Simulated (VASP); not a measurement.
# ScF3 (P4/mmm) in VASP: notebook

Runs on ScF3. Level: LDA. Tasks: single point.

All numbers are computed with VASP 6.6.1; they aren't measurements. Logs are shortened: lines on timing, memory, paths and dates and some standing lists are left out, and cuts for length are marked.

## 1. The cell of the first run

The structure is tetragonal, space group P4/mmm (No. 123). Conventional cell: a = 4.173 Å, b = 4.173 Å, c = 3.852 Å, α = 90.00°, β = 90.00°, γ = 90.00°. Within 2.6 Å of Sc (site symmetry 4/mmm) lie 6 F at 1.93 to 2.09 Å. F (site symmetry mmm) has 2 Sc at 2.09 Å within 2.8 Å. F (site symmetry 4/mmm) has 2 Sc at 1.93 Å within 2.6 Å.

## 2. Single point, LDA (strain +0.040 along x and y, -0.040 along z)

File INCAR:

```
SYSTEM = ScF3
ALGO = Normal ; EDIFF = 1E-6
ENCUT = 520 ; ISIF = 2
ISMEAR = 0 ; LASPH = .True.
LCHARG = .False. ; LREAL = .False.
LWAVE = .False. ; NBANDS = 24
NELM = 100 ; PREC = Accurate
SIGMA = 0.05
```

File KPOINTS:

```
k-points
0
Gamma
  6 6 6
  0 0 0
```

File POSCAR:

```
ScF3
1.0
    4.1729480000      0.0000000000      0.0000000000
    0.0000000000      4.1729480000      0.0000000000
    0.0000000000      0.0000000000      3.8519520000
Sc F
1 3
Direct
    0.0000000000      0.0000000000      0.0000000000
    0.5000000000      0.0000000000      0.0000000000
    0.0000000000      0.5000000000      0.0000000000
    0.0000000000      0.0000000000      0.5000000000
```

Potentials or basis: VASP PAW LDA potentials, release 64 (Sc_sv, F).

Started as:

```bash
> cat potpaw_LDA.64/Sc_sv/POTCAR potpaw_LDA.64/F/POTCAR > POTCAR
> mpirun -np 1 vasp_std > vasp.out
```

OUTCAR:

```text
SYSTEM = ScF3
   EDIFF = 1E-6
   ENCUT = 520
   ISIF = 2
   ISMEAR = 0
   LASPH = .True.
   LREAL = .False.
   NELM = 100
   PREC = Accurate

 ion  position               nearest neighbor table
   1  0.000  0.000  0.000-   4 1.93   4 1.93   2 2.09   3 2.09   3 2.09   2 2.09
   2  0.500  0.000  0.000-   1 2.09   1 2.09
   3  0.000  0.500  0.000-   1 2.09   1 2.09
   4  0.000  0.000  0.500-   1 1.93   1 1.93

  LATTYP: Found a simple tetragonal cell.
 ALAT       =     4.1729480000
 C/A-ratio  =     0.9230769231

  Lattice vectors:

 A1 = (   4.1729480000,   0.0000000000,   0.0000000000)
 A2 = (   0.0000000000,   4.1729480000,   0.0000000000)
 A3 = (   0.0000000000,   0.0000000000,   3.8519520000)

Analysis of symmetry for initial positions (statically):
=====================================================================
 Subroutine PRICEL returns:
 Original cell was already a primitive cell.

 Routine SETGRP: Setting up the symmetry group for a
 simple tetragonal supercell.

 Subroutine GETGRP returns: Found 16 space group operations
 (whereof 16 operations were pure point group operations)
 out of a pool of 16 trial point group operations.

The static configuration has the point symmetry D_4h.

Analysis of symmetry for dynamics (positions and initial velocities):
=====================================================================
 Subroutine PRICEL returns:
 Original cell was already a primitive cell.

 Routine SETGRP: Setting up the symmetry group for a
 simple tetragonal supercell.

 Subroutine GETGRP returns: Found 16 space group operations
 (whereof 16 operations were pure point group operations)
 out of a pool of 16 trial point group operations.

The dynamic configuration has the point symmetry D_4h.

 Subroutine INISYM returns: Found 16 space group operations
 (whereof 16 operations are pure point group operations),
 and found     1 'primitive' translations

----------------------------------------------------------------------------------------

                                     Primitive cell

  volume of cell :      67.0759

  direct lattice vectors                    reciprocal lattice vectors
     4.172948000  0.000000000  0.000000000     0.239638740  0.000000000  0.000000000
     0.000000000  4.172948000  0.000000000     0.000000000  0.239638740  0.000000000
     0.000000000  0.000000000  3.851952000     0.000000000  0.000000000  0.259608635

  length of vectors
[... 81 lines left out ...]
   LNONCOLLINEAR =      F non collinear calculations
   LSORBIT =      F    spin-orbit coupling
   LASPH  =      T    aspherical Exc in radial PAW
   ENCUT  =  520.0 eV  38.22 Ry    6.18 a.u.   7.76  7.76  7.16*2*pi/ulx,y,z
   NELM   =    100;   NELMIN=  2; NELMDL= -5     # of ELM steps
   EDIFF  = 0.1E-05   stopping-criterion for ELM
   LREAL  =      F    real-space projection
   EDIFFG = 0.1E-04   stopping-criterion for IOM
   NSW    =      0    number of steps for IOM
   IBRION =     -1    ionic relax: 0-MD 1-quasi-New 2-CG
   NFREE  =      0    steps in history (QN), initial steepest desc. (CG)
   ISIF   =      2    stress and relaxation
   ISYM   =      2    0-nonsym 1-usesym 2-fastsym
   POTIM  = 0.5000    time-step for ionic-motion
   TEBEG  =    0.0;   TEEND  =   0.0 temperature during run
   PSTRESS=    0.0 pullay stress
   NELECT =      32.0000    total number of electrons
   NUPDOWN=      -1.0000    fix difference up-down
   EMIN   =  10.00;   EMAX   =-10.00  energy-range for DOS
   EFERMI =   0.00;   METHOD = LEGACY
   ISMEAR =     0;   SIGMA  =   0.05  broadening in eV -4-tet -1-fermi 0-gaus
   EFERMI_NEDOS =   21; number of points for ismear=-14 and -15
   IALGO  =     38    algorithm
   IMIX   =      4    mixing-type and parameters
     AMIX     =   0.40;   BMIX     =  1.00
     AMIX_MAG =   1.60;   BMIX_MAG =  1.00
  volume/ion in A,a.u.               =      16.77       113.16
  Fermi-wavevector in a.u.,A,eV,Ry     =   1.279192  2.417323 22.263666  1.636333
  Thomas-Fermi vector in A             =   2.411692
   LORBIT       =      0    0 simple, 1 ext, 2 COOP (PROOUT), +10 PAW based schemes
   GGA     = CA    functional components
   LHFCALC =     F    Hartree Fock is set to
   AEXX    =    0.0000 exact exchange contribution
   IVDW    =     0    specifies the selected vdW correction
   LEPSILON=     F    determine dielectric tensor
   LRPA    =     F    only Hartree local field effects (RPA)
 non-spin polarized calculation
 Gauss-broadening in eV      SIGMA  =   0.05
  energy-cutoff  :      520.00
  volume of cell :       67.08
 maximum number of plane-waves:      1822
 NGX is ok and might be reduce to    32
   NGX = 15   NGY = 15   NGZ = 15

 number of electron      31.9999998 magnetization

 Free energy of the ion-electron system (eV)
  ---------------------------------------------------
  ext. energy  EPLUGINS =         0.00000000
  ---------------------------------------------------
  free energy    TOTEN  =       -29.31866909 eV

  energy without entropy =      -29.31866909  energy(sigma->0) =      -29.31866909

 E-fermi :  -3.4643     XC(G=0):  -8.7059

 val. band max:       -3.7712900691   @ k =   0.5000   0.5000   0.5000
 cond. band min:       1.9397126968   @ k =   0.0000   0.0000   0.0000
 fundamental gap:      5.7110027659
 Fermi energy:        -3.4643075820

 k-point     1 :       0.0000    0.0000    0.0000
  band No.  band energies     occupation
      1     -49.5728      2.00000
      2     -28.7359      2.00000
      3     -28.5167      2.00000
      4     -28.5167      2.00000
      5     -24.3160      2.00000
      6     -23.1101      2.00000
[... 637 lines left out ...]
     23       7.8596      0.00000
     24      10.0190      0.00000

 [... further k-points ...]
[... 5 lines left out ...]
  --------------------------------------------------------------------------------------
  -------------------------------------------------------------------------------------
  Total       -4.4495869     -4.4495869      3.4727402      0.0000000      0.0000000      0.0000000
  in kB     -106.2829156   -106.2829156     82.9499382      0.0000000      0.0000000      0.0000000
  external PRESSURE =     -43.2052977 kB  Pullay stress =       0.0000000 kB

 VOLUME and BASIS-vectors are now :
 -----------------------------------------------------------------------------
  energy-cutoff  :      520.00
  volume of cell :       67.08
      direct lattice vectors                 reciprocal lattice vectors
     4.172948000  0.000000000  0.000000000     0.239638740  0.000000000  0.000000000
     0.000000000  4.172948000  0.000000000     0.000000000  0.239638740  0.000000000
     0.000000000  0.000000000  3.851952000     0.000000000  0.000000000  0.259608635

 POSITION                                       TOTAL-FORCE (eV/Angst)
 -----------------------------------------------------------------------------------
      0.00000      0.00000      0.00000         0.000000      0.000000      0.000000
      2.08647      0.00000      0.00000         0.000000      0.000000      0.000000
      0.00000      2.08647      0.00000         0.000000      0.000000      0.000000
      0.00000      0.00000      1.92598         0.000000      0.000000      0.000000
 -----------------------------------------------------------------------------------
    total drift:                                0.000000      0.000000     -0.000000

  FREE ENERGIE OF THE ION-ELECTRON SYSTEM (eV)
  ---------------------------------------------------
  free  energy   TOTEN  =       -29.3186690860 eV

  energy  without entropy=      -29.3186690860  energy(sigma->0) =      -29.31866909
```

OSZICAR:

```text
N       E                     dE             d eps       ncg     rms          rms(c)
DAV:   1     0.398311043671E+03    0.39831E+03   -0.15370E+04  1928   0.138E+03
DAV:   2     0.185788739268E+01   -0.39645E+03   -0.37565E+03  2536   0.427E+02
DAV:   3    -0.331378411579E+02   -0.34996E+02   -0.34486E+02  2824   0.151E+02
DAV:   4    -0.339125986603E+02   -0.77476E+00   -0.77442E+00  2328   0.211E+01
DAV:   5    -0.339370964643E+02   -0.24498E-01   -0.24495E-01  2664   0.350E+00    0.160E+01
DAV:   6    -0.295177902533E+02    0.44193E+01   -0.12579E+01  2896   0.484E+01    0.707E+00
DAV:   7    -0.293907481985E+02    0.12704E+00   -0.83350E-01  2416   0.668E+00    0.408E+00
DAV:   8    -0.293272848444E+02    0.63463E-01   -0.29387E-01  2944   0.584E+00    0.814E-01
DAV:   9    -0.293288252509E+02   -0.15404E-02   -0.16960E-01  2224   0.289E+00    0.981E-01
DAV:  10    -0.293185678004E+02    0.10257E-01   -0.38013E-02  2728   0.182E+00    0.233E-01
DAV:  11    -0.293186076619E+02   -0.39861E-04   -0.11717E-03  2704   0.389E-01    0.266E-02
DAV:  12    -0.293186679781E+02   -0.60316E-04   -0.61421E-05  2128   0.560E-02    0.156E-02
DAV:  13    -0.293186691761E+02   -0.11980E-05   -0.72429E-06  2936   0.254E-02    0.142E-02
DAV:  14    -0.293186690860E+02    0.90088E-07   -0.46466E-06  2048   0.142E-02
   1 F= -.29318669E+02 E0= -.29318669E+02  d E =-.140947E-19
```

stdout:

```text
POSCAR found type information on POSCAR ScF
 POSCAR found :  2 types and       4 ions
 scaLAPACK will be used
 LDA part: xc-table for (Slater(with rela. corr.)+CA(PZ))
 , standard interpolation
 POSCAR, INCAR and KPOINTS ok, starting setup
 FFT: planning ... GRIDC
 FFT: planning ... GRID_SOFT
 FFT: planning ... GRID
 WAVECAR not read
 entering main loop
```

Wall time 26 s (1 thread of Intel Xeon 6975P-C (Granite Rapids), shared host); peak memory 0.18 GiB.

Results:

```
Free energy            : -29.3187 eV
Pressure               : -4.3 GPa
Band gap on the k mesh : 5.71 eV, indirect (least direct gap 6.17 eV)
```

Caveat: the cell differs from its parent crystal (strain +0.040 along x and y, -0.040 along z).

## 3. Single point, LDA (strain +0.080 along x and y, -0.080 along z)

File INCAR:

```
SYSTEM = ScF3
ALGO = Normal ; EDIFF = 1E-7
ENCUT = 520 ; ISIF = 2
ISMEAR = 0 ; LASPH = .TRUE.
LCHARG = .FALSE. ; LREAL = .FALSE.
LWAVE = .FALSE. ; NBANDS = 24
NELM = 60 ; PREC = Accurate
SIGMA = 0.05
```

File KPOINTS:

```
k-points
0
G
  6 6 6
  0 0 0
```

File POSCAR:

```
ScF3
1.0
    4.3334460000      0.0000000000      0.0000000000
    0.0000000000      4.3334460000      0.0000000000
    0.0000000000      0.0000000000      3.6914540000
Sc F
1 3
Direct
    0.0000000000      0.0000000000      0.0000000000
    0.5000000000      0.0000000000      0.0000000000
    0.0000000000      0.5000000000      0.0000000000
    0.0000000000      0.0000000000      0.5000000000
```

Potentials or basis: VASP PAW LDA potentials, release 64 (Sc_sv, F).

Started as:

```bash
> cat potpaw_LDA.64/Sc_sv/POTCAR potpaw_LDA.64/F/POTCAR > POTCAR
> mpirun -np 1 vasp_std > vasp.out
```

It took 27 s on 1 thread of Intel Xeon 6975P-C (Granite Rapids), shared host; peak memory 0.18 GiB.

Results (log left out):

| Property | Result |
| --- | --- |
| Free energy | -28.6123 eV |
| Pressure | -3.0 GPa |
| Band gap on the k mesh | 5.25 eV, indirect (least direct gap 5.60 eV) |

Stress tensor (GPa, compression positive):
```
-15.95   0.00   0.00
  0.00 -15.95   0.00
  0.00   0.00  22.83
```

Levels at points of the mesh, in eV from the valence-band top:
```csv
k point,band 14,band 15,band 16,band 17,band 18,band 19
"(0.00, 0.00, 0.00)",-0.45,-0.45,-0.35,5.25,5.25,5.32
"(0.50, 0.00, 0.00)",-0.72,-0.70,-0.44,5.27,5.81,5.91
"(0.50, 0.50, 0.00)",-0.71,-0.71,-0.02,5.83,5.83,6.36
"(0.00, 0.00, 0.50)",-0.63,-0.42,-0.42,5.42,6.45,6.71
"(0.50, 0.00, 0.50)",-0.78,-0.66,-0.47,5.99,6.73,7.02
"(0.50, 0.50, 0.50)",-0.46,-0.46,0.00,6.44,7.09,7.09
```

Caveat: the cell differs from its parent crystal (strain +0.080 along x and y, -0.080 along z).
